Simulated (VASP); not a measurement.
The system is Ba.

```
CELL_PARAMETERS angstrom
0.00000 3.23267 3.23267
3.23267 0.00000 3.23267
3.23267 3.23267 0.00000
ATOMIC_POSITIONS crystal
Ba 0.00000 0.00000 0.00000
```

This isn't the form of Ba at room conditions, which is bcc.

```yaml
Program: VASP 6.6.1
Task: relaxation of cell and atoms
Functional: PBEsol
Potentials_or_basis: VASP PAW PBE potentials, release 64 (Ba_sv)
Cutoff: 600 eV
k_mesh: 12 × 12 × 12
Occupations: fermi-dirac, width 0.05 eV
Spin: no spin polarisation
```

At the start: pressure -1.0 GPa; volume 67.56 Å³/atom.

Q: How do energy, volume and symmetry change on relaxing?

A: Over 10 steps the energy falls by 28.4 meV/atom and the volume is 58.97 Å³/atom (-12.7 %); space group Fm-3m (No. 225, to 0.1 Å) before and after.

Step by step:
```csv
step,energy change (eV),largest force (eV/Å),pressure (GPa),volume (Å³)
1,0.0000,0.0000,-0.99,67.56
2,-0.0198,0.0000,-0.59,63.58
3,-0.0283,0.0000,-0.07,59.50
4,-0.0283,0.0000,-0.03,59.00
5,-0.0283,0.0000,0.05,58.72
6,-0.0284,0.0000,-0.01,58.90
7,-0.0284,0.0000,0.03,58.89
8,-0.0284,0.0000,0.01,58.90
9,-0.0284,0.0000,0.02,58.92
10,-0.0284,0.0000,0.00,58.97
```

Final structure:
```
Ba
1.0
     0.00000    3.08937    3.08937
     3.08937    0.00000    3.08937
     3.08937    3.08937    0.00000
Ba
1
Direct
  0.00000 0.00000 0.00000
```

Caveat: the PAW data sets were made with another functional, which shifts forces and pressure a little.
